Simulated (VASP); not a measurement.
# FeSi16 (a cell with a defect) in VASP: single point with PBEsol

Aim: the single point of FeSi16 (a cell with a defect) with PBEsol.

All numbers are computed with VASP 6.6.1; they aren't measurements. Logs are shortened: lines on timing, memory, paths and dates and some standing lists are left out, and cuts for length are marked.

### 1 The cell of the first run

The cell holds a defect, 17 atoms: a = 7.679 Å, b = 7.679 Å, c = 7.679 Å, α = 60.00°, β = 60.00°, γ = 60.00°.

### 2 Single point, PBEsol, collinear spin, ferromagnetic start

Contents of INCAR:

```
SYSTEM = FeSi16
PREC     = Accurate       ! precision mode
ENCUT    = 520            ! plane-wave cutoff, eV
EDIFF    = 1E-6           ! SCF threshold, eV
ISMEAR   = -1             ! smearing method
SIGMA    = 0.02           ! smearing width, eV
LREAL    = Auto         
LASPH    = .TRUE.         ! aspherical terms in the spheres
NELM     = 150            ! most SCF steps
ALGO     = Normal         ! electronic algorithm
ISIF     = 2              ! what is computed and relaxed
LWAVE    = .FALSE.        ! write WAVECAR
LCHARG   = .FALSE.        ! write CHGCAR
ISPIN    = 2              ! spin polarisation
MAGMOM   = 0 0 0 0 0 0 0 0 0 0 0 0 0 0 0 0 2.5 ! initial moments
LORBIT   = 11             ! projections on sites
LMAXMIX  = 4              ! l up to which the mixer works
GGA      = PS             ! functional
NBANDS   = 54             ! bands
```

Contents of KPOINTS:

```
regular mesh
0
G
  2 2 2
  0 0 0
```

Contents of POSCAR:

```
FeSi16
1.0
    0.0000000000      5.4300000000      5.4300000000
    5.4300000000      0.0000000000      5.4300000000
    5.4300000000      5.4300000000      0.0000000000
Si Fe
16 1
Direct
    0.0052323351     -0.0085162375     -0.0019759917
    0.1335633109      0.1194122582      0.1275337637
    0.0061190849     -0.0015119776      0.4969415917
    0.1262139988      0.1190728239      0.6285385032
    0.0049090634      0.5048481968     -0.0017656996
    0.1183538502      0.6181763497      0.1449599125
   -0.0067889901      0.4932036848      0.5203729000
    0.1261146732      0.6261595671      0.6286441863
    0.5069697593      0.0067395081     -0.0208457133
    0.6193185770      0.1192871765      0.1275796987
    0.4984621595     -0.0015174513      0.4969409377
    0.6321201232      0.1321307639      0.6036372292
    0.4917709989      0.5050027586     -0.0018649096
    0.6196316333      0.6332312024      0.1274584769
    0.4984815844      0.5061250177      0.4969281077
    0.6190800757      0.6262061171      0.6285918718
    0.8110734625      0.3100148415      0.0670089349
```

Potentials or basis: VASP PAW PBE potentials, release 64 (Si, Fe).

The run is started by

```console
> cat potpaw_PBE.64/Si/POTCAR potpaw_PBE.64/Fe/POTCAR > POTCAR
> mpirun -np 1 vasp_std > vasp.out
```

OUTCAR:

```text
SYSTEM = FeSi16
   PREC = Accurate
   ENCUT = 520
   EDIFF = 1E-6
   ISMEAR = -1
   LREAL = Auto
   LASPH = .TRUE.
   NELM = 150
   ISIF = 2
   ISPIN = 2
   LORBIT = 11
   GGA = PS

 ion  position               nearest neighbor table
   1  0.005  0.991  0.998-  17 2.31   4 2.32   6 2.35   2 2.42  10 2.42
   2  0.134  0.119  0.128-  17 2.31   3 2.32   9 2.35   5 2.42   1 2.42
   3  0.006  0.998  0.497-   2 2.32   4 2.33   8 2.34  12 2.35
   4  0.126  0.119  0.629-   1 2.32  11 2.33   3 2.33   7 2.35
   5  0.005  0.505  0.998-   8 2.32  17 2.32   6 2.35  14 2.42   2 2.42
   6  0.118  0.618  0.145-   1 2.35  13 2.35   5 2.35   7 2.35
   7  0.993  0.493  0.520-   8 2.35  16 2.35   4 2.35   6 2.35
   8  0.126  0.626  0.629-   5 2.32   3 2.34  15 2.34   7 2.35
   9  0.507  0.007  0.979-  10 2.35   2 2.35  14 2.35  12 2.35
  10  0.619  0.119  0.128-  17 2.31  11 2.32   9 2.35  13 2.42   1 2.42
  11  0.498  0.998  0.497-  10 2.32   4 2.33  16 2.33  12 2.35
  12  0.632  0.132  0.604-  15 2.35   3 2.35  11 2.35   9 2.35
  13  0.492  0.505  0.998-  17 2.32  16 2.32   6 2.35  14 2.42  10 2.42
  14  0.620  0.633  0.127-  17 2.31  15 2.32   9 2.35   5 2.42  13 2.42
  15  0.498  0.506  0.497-  14 2.32  16 2.34   8 2.34  12 2.35
  16  0.619  0.626  0.629-  13 2.32  11 2.33  15 2.34   7 2.35
  17  0.811  0.310  0.067-  10 2.31   2 2.31   1 2.31  14 2.31  13 2.32   5 2.32

  LATTYP: Found a face centered cubic cell.
 ALAT       =    10.8600000000

  Lattice vectors:

 A1 = (   0.0000000000,   5.4300000000,   5.4300000000)
 A2 = (   5.4300000000,   0.0000000000,   5.4300000000)
 A3 = (   5.4300000000,   5.4300000000,   0.0000000000)

Analysis of symmetry for initial positions (statically):
=====================================================================
 Subroutine PRICEL returns:
 Original cell was already a primitive cell.

 Routine SETGRP: Setting up the symmetry group for a
 face centered cubic supercell.

 Subroutine GETGRP returns: Found  1 space group operations
 (whereof  1 operations were pure point group operations)
 out of a pool of 48 trial point group operations.

The static configuration has the point symmetry C_1 .

Analysis of symmetry for dynamics (positions and initial velocities):
=====================================================================
 Subroutine PRICEL returns:
 Original cell was already a primitive cell.

 Routine SETGRP: Setting up the symmetry group for a
 face centered cubic supercell.

 Subroutine GETGRP returns: Found  1 space group operations
 (whereof  1 operations were pure point group operations)
 out of a pool of 48 trial point group operations.

The dynamic configuration has the point symmetry C_1 .

[... 169 lines left out ...]
  free energy    TOTEN  =       -97.92022812 eV

  energy without entropy =      -97.91368875  energy(sigma->0) =      -97.91695843

 E-fermi :   6.3621     XC(G=0):  -9.8176

 val. band max:        6.3616716778   @ k =   0.0000   0.0000   0.0000
 cond. band min:       6.3622172021   @ k =   0.0000   0.0000   0.0000
 fundamental gap:      0.0005455242
 Fermi energy:         6.3621277629

 spin component 1

 k-point     1 :       0.0000    0.0000    0.0000
  band No.  band energies     occupation
      1      -6.0718      1.00000
      2      -3.7260      1.00000
      3      -3.6928      1.00000
      4      -3.6927      1.00000
      5      -3.6155      1.00000
      6      -1.9928      1.00000
[... 397 lines left out ...]
     47      10.1499      0.00000
     48      10.2312      0.00000
 Fermi energy:         6.3621277629

 spin component 2

 k-point     1 :       0.0000    0.0000    0.0000
  band No.  band energies     occupation
      1      -6.0350      1.00000
      2      -3.6815      1.00000
      3      -3.6555      1.00000
      4      -3.6554      1.00000
      5      -3.5969      1.00000
      6      -1.9318      1.00000
[... 397 lines left out ...]
     47      10.1893      0.00000
     48      10.2613      0.00000
 [bands above 48 left out]

------------------------ aborting loop because EDIFF is reached ----------------------------------------

  FORCE on cell =-STRESS in cart. coord.  units (eV):
  Direction    XX          YY          ZZ          XY          YZ          ZX
  --------------------------------------------------------------------------------------
  -------------------------------------------------------------------------------------
  Total        4.1513468      4.1461863      4.1474613      1.7724456     -1.7733966     -1.7705855
  in kB       20.7716076     20.7457868     20.7521666      8.8685785     -8.8733368     -8.8592714
  external PRESSURE =      20.7565203 kB  Pullay stress =       0.0000000 kB

 VOLUME and BASIS-vectors are now :
 -----------------------------------------------------------------------------
  energy-cutoff  :      520.00
  volume of cell :      320.21
      direct lattice vectors                 reciprocal lattice vectors
     0.000000000  5.430000000  5.430000000    -0.092081031  0.092081031  0.092081031
     5.430000000  0.000000000  5.430000000     0.092081031 -0.092081031  0.092081031
     5.430000000  5.430000000  0.000000000     0.092081031  0.092081031 -0.092081031

 POSITION                                       TOTAL-FORCE (eV/Angst)
 -----------------------------------------------------------------------------------
     10.80303      5.44768      5.41217        -0.005811      0.056932     -0.061587
      1.34092      1.41776      1.37366        -0.061420      0.014165      0.051382
      8.12018      2.73162      5.45502         0.006056     -0.013388     -0.008870
      4.05953      4.09831      1.33191         0.017028     -0.007955      0.007190
      8.16174      5.44707      2.76798         0.047138      0.053103     -0.004914
      4.14383      1.42979      3.99936        -0.013059     -0.011633      0.010400
[... 9 lines left out ...]
      6.81355      6.77486      6.76190        -0.008568      0.016321      0.006127
      2.04724      4.76799      6.08751         0.030604     -0.016836      0.053499
 -----------------------------------------------------------------------------------
    total drift:                                0.001186     -0.002177      0.005193

  FREE ENERGIE OF THE ION-ELECTRON SYSTEM (eV)
  ---------------------------------------------------
  free  energy   TOTEN  =       -97.9202281183 eV

  energy  without entropy=      -97.9136887486  energy(sigma->0) =      -97.91695843

 total charge

# of ion       s       p       d       tot
------------------------------------------
    1        0.740   0.950   0.000   1.690
    2        0.740   0.951   0.000   1.691
    3        0.747   0.955   0.000   1.702
    4        0.747   0.956   0.000   1.703
    5        0.740   0.950   0.000   1.690
    6        0.751   0.929   0.000   1.681
[... 9 lines left out ...]
   16        0.747   0.956   0.000   1.703
   17        0.443   0.507   6.616   7.567
--------------------------------------------------
tot         12.355  15.699   6.616  34.671

 magnetization (x)

# of ion       s       p       d       tot
------------------------------------------
    1       -0.000   0.023   0.000   0.023
    2       -0.001   0.023   0.000   0.022
    3       -0.001   0.008   0.000   0.007
    4       -0.001   0.008   0.000   0.007
    5       -0.001   0.023   0.000   0.023
    6       -0.003   0.005   0.000   0.002
[... 9 lines left out ...]
   16       -0.001   0.008   0.000   0.007
   17        0.022   0.007   1.569   1.599
--------------------------------------------------
tot          0.010   0.201   1.569   1.780
```

Run time: 6.2 min. Hardware: 1 thread of Intel Xeon 6975P-C (Granite Rapids), shared host; peak memory 0.71 GiB.

What came out:

* Free energy: -97.9202 eV
* Pressure: 2.1 GPa
* Largest force: 0.088 eV/Å
* Net moment: 2.04 μB per cell
* Site moments: Si +0.02, +0.01, +0.00 (each value once); Fe +1.60 μB
* Valence electrons inside the program's atomic spheres: Si 1.69, 1.70, 1.68 (each value once); Fe 7.57

Forces on the atoms (eV/Å):
```
Si  -0.006  0.057 -0.062
Si  -0.061  0.014  0.051
Si   0.006 -0.013 -0.009
Si   0.017 -0.008  0.007
Si   0.047  0.053 -0.005
Si  -0.013 -0.012  0.010
Si   0.037  0.038 -0.038
Si  -0.008 -0.007 -0.015
Si   0.012  0.015 -0.017
Si  -0.063 -0.058 -0.020
Si   0.007  0.008  0.014
Si  -0.041 -0.041  0.041
Si   0.049  0.001 -0.059
Si   0.007 -0.053  0.049
Si  -0.012  0.007 -0.008
Si  -0.009  0.016  0.006
Fe   0.031 -0.017  0.053
```

Levels at points of the mesh, in eV from the Fermi level:
Spin up:
```
           k point  band 34  band 35  band 36  band 37  band 38  band 39  band 40  band 41
(0.00, 0.00, 0.00)    -1.10    -0.39    -0.24     0.00     0.00     0.03     0.26     0.26
(0.50, 0.00, 0.00)    -1.14    -1.05    -0.66    -0.21     0.59     0.96     1.04     1.12
(0.00, 0.50, 0.00)    -1.14    -1.05    -0.66    -0.21     0.59     0.96     1.04     1.12
(0.00, 0.00, 0.50)    -1.11    -1.11    -0.11    -0.11     0.82     0.83     1.18     1.18
(0.50, 0.50, 0.50)    -1.14    -1.04    -0.66    -0.21     0.59     0.96     1.04     1.12
(0.50, 0.50, 0.00)    -1.33    -1.25    -0.72    -0.50     0.56     0.85     1.80     1.93
(0.00, 0.50, 0.50)    -1.33    -1.25    -0.72    -0.50     0.56     0.85     1.80     1.93
(0.50, 0.00, 0.50)    -1.33    -1.25    -0.72    -0.50     0.56     0.85     1.80     1.93
```
Spin down:
| k point | band 33 | band 34 | band 35 | band 36 | band 37 | band 38 |
| --- | --- | --- | --- | --- | --- | --- |
| (0.00, 0.00, 0.00) | -0.61 | -0.58 | -0.19 | -0.04 | 0.10 | 0.10 |
| (0.50, 0.00, 0.00) | -1.06 | -0.30 | -0.28 | 0.52 | 0.58 | 0.66 |
| (0.00, 0.50, 0.00) | -1.06 | -0.30 | -0.28 | 0.52 | 0.58 | 0.66 |
| (0.00, 0.00, 0.50) | -0.29 | -0.29 | 0.25 | 0.25 | 0.26 | 0.83 |
| (0.50, 0.50, 0.50) | -1.06 | -0.30 | -0.28 | 0.52 | 0.58 | 0.66 |
| (0.50, 0.50, 0.00) | -0.59 | -0.53 | -0.08 | 0.30 | 0.35 | 0.59 |
| (0.00, 0.50, 0.50) | -0.59 | -0.53 | -0.08 | 0.30 | 0.35 | 0.59 |
| (0.50, 0.00, 0.50) | -0.59 | -0.53 | -0.08 | 0.30 | 0.35 | 0.59 |

Caveat: the k points lie up to 0.50 Å⁻¹ apart; the PAW data sets were made with another functional, which shifts forces and pressure a little.
